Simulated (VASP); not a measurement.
Input of a VASP 6.6.1 run:

The input INCAR:

```
PREC = Accurate
ENCUT = 520
EDIFF = 1E-7
ISMEAR = 0
SIGMA = 0.1
LREAL = False
LASPH = True
NELM = 100
ALGO = Normal
ISIF = 2
LWAVE = False
LCHARG = False
GGA = PE
NBANDS = 25
```

File KPOINTS:

```
Automatic mesh
0
Gamma
  6 6 6
```

Contents of POSCAR:

```
MoH2
1.0
    0.0000000000      3.2344085900      3.2344085900
    3.2344085900      0.0000000000      3.2344085900
    3.2344085900      3.2344085900      0.0000000000
H Mo
4 2
Direct
    0.6250000000      0.1250000000      0.1250000000
    0.1250000000      0.1250000000      0.6250000000
    0.1250000000      0.6250000000      0.1250000000
    0.1250000000      0.1250000000      0.1250000000
    0.5000000000      0.5000000000      0.5000000000
    0.7500000000      0.7500000000      0.7500000000
```

Potentials or basis: VASP PAW PBE potentials, release 64 (H, Mo_sv).

Run with:

```sh
$ cat potpaw_PBE.64/H/POTCAR potpaw_PBE.64/Mo_sv/POTCAR > POTCAR
$ mpirun -np 1 vasp_std > vasp.out
```

Question: Estimate the band gap on the k mesh.

Answer: Zero (bands 16 and 17 overlap by 1.68 eV).

Question: What does it give for the pressure?

Answer: -30.8 GPa.

Caveat: the cell stands under tension.
